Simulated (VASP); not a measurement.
A run of VASP 6.6.1:

POSCAR

```
GaP
1.0
    0.0000000000      2.7253992957      2.7253992957
    2.7253992957      0.0000000000      2.7253992957
    2.7253992957      2.7253992957      0.0000000000
Ga P
1 1
Direct
    0.0000000000      0.0000000000      0.0000000000
    0.2500000000      0.2500000000      0.2500000000
```

The input INCAR.step1:

```
PREC     = Accurate       # precision mode
ENCUT    = 520            # plane-wave cutoff, eV
ISMEAR   = 0              # smearing method
SIGMA    = 0.01           # smearing width, eV
LREAL    = F              # projectors in reciprocal space
LASPH    = T              # aspherical terms in the spheres
NELM     = 60             # most SCF steps
NBANDS   = 16             # bands
GGA      = PE             # functional
ALGO     = Normal         # electronic algorithm
EDIFF    = 1E-4           # SCF threshold, eV
LWAVE    = T              # write WAVECAR
LCHARG   = F              # write CHGCAR
```

The input INCAR.step2:

```
PREC     = Accurate       # precision mode
ENCUT    = 520            # plane-wave cutoff, eV
EDIFF    = 1E-6           # SCF threshold, eV
ISMEAR   = 0              # smearing method
SIGMA    = 0.01           # smearing width, eV
LREAL    = F              # projectors in reciprocal space
LASPH    = T              # aspherical terms in the spheres
NELM     = 60             # most SCF steps
ALGO     = Normal         # electronic algorithm
ISIF     = 2              # what is computed and relaxed
LWAVE    = F              # write WAVECAR
LCHARG   = F              # write CHGCAR
METAGGA  = R2SCAN         # meta-GGA
LMIXTAU  = T            
IVDW     = 12             # dispersion correction
VDW_S6   = 1.0          
VDW_S8   = 0.78981345   
VDW_A1   = 0.49484001   
VDW_A2   = 5.73083694   
NBANDS   = 16             # bands
ISTART   = 1
```

File KPOINTS:

```
Automatic mesh
0
Gamma
  6 6 6
```

Potentials or basis: VASP PAW PBE potentials, release 64 (Ga_d, P).

The run is started by

```bash
$ cat potpaw_PBE.64/Ga_d/POTCAR potpaw_PBE.64/P/POTCAR > POTCAR
$ cp INCAR.step1 INCAR
$ mpirun -np 1 vasp_std > vasp.out
$ cp INCAR.step2 INCAR
$ mpirun -np 1 vasp_std > vasp.out
```

Hardware: 1 thread of Intel(R) Xeon(R) Platinum 8488C (Sapphire Rapids), with other jobs on the host.

How long does it take, and how much memory?

Wall time 37 s on 1 thread of Intel(R) Xeon(R) Platinum 8488C (Sapphire Rapids), with other jobs on the host, peak memory 0.18 GiB. Counts: k points 16.
